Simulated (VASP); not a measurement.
Wanted: the native input for a VASP 6.6.1 run.

| Quantity | Value |
| --- | --- |
| Task | single point |
| Functional | r2SCAN |
| Potentials or basis | VASP PAW PBE potentials, release 64 (Ti_sv) |
| Cutoff | 520 eV |
| k mesh | 20 × 20 × 11 |
| Occupations | fermi-dirac, width 0.05 eV |
| Spin | no spin polarisation |
| Dipole correction | no |
| Further INCAR settings | ALGO = Normal; EDIFF = 1e-06; NBANDS = 19 |

Crystal: Ti.

```
Ti
1.0
     2.93501    0.00000    0.00000
    -1.46751    2.54179    0.00000
     0.00000    0.00000    4.63946
Ti
2
Direct
  0.33333 0.66667 0.25000
  0.66667 0.33333 0.75000
```

These files were run (other wordings do the same):

POSCAR

```
Ti
1.0
    2.9350119993      0.0000000000      0.0000000000
   -1.4675059997      2.5417949518      0.0000000000
    0.0000000000      0.0000000000      4.6394582666
Ti
2
Direct
    0.3333333333      0.6666666667      0.2500000000
    0.6666666667      0.3333333333      0.7500000000
```

INCAR.step1

```
PREC = Accurate
ENCUT = 520
ISMEAR = -1
SIGMA = 0.05
LREAL = False
LASPH = True
NELM = 60
NBANDS = 19
GGA = PE
ALGO = Normal
EDIFF = 1E-4
LWAVE = True
LCHARG = False
```

INCAR.step2

```
PREC = Accurate
ENCUT = 520
EDIFF = 1E-6
ISMEAR = -1
SIGMA = 0.05
LREAL = False
LASPH = True
NELM = 60
ALGO = Normal
ISIF = 2
LWAVE = False
LCHARG = True
METAGGA = R2SCAN
LMIXTAU = True
LELF = True
LVHAR = True
NBANDS = 19
ISTART = 1
```

KPOINTS

```
Automatic mesh
0
Gamma
  20 20 11
```

Potentials or basis: VASP PAW PBE potentials, release 64 (Ti_sv).

The run is started by

```sh
$ cat potpaw_PBE.64/Ti_sv/POTCAR > POTCAR
$ cp INCAR.step1 INCAR
$ mpirun -np 1 vasp_std > vasp.out
$ cp INCAR.step2 INCAR
$ mpirun -np 1 vasp_std > vasp.out
```

Results of the run:

| Item | Value |
| --- | --- |
| Pressure | 0.4 GPa |
| Band gap on the k mesh | zero (bands 12 and 13 overlap by 1.27 eV) |

Caveat: the PAW data sets were made with another functional, which shifts forces and pressure a little.

Wall time 11 min on 1 thread of Intel Xeon 8259CL (shared host), peak memory 0.27 GiB.
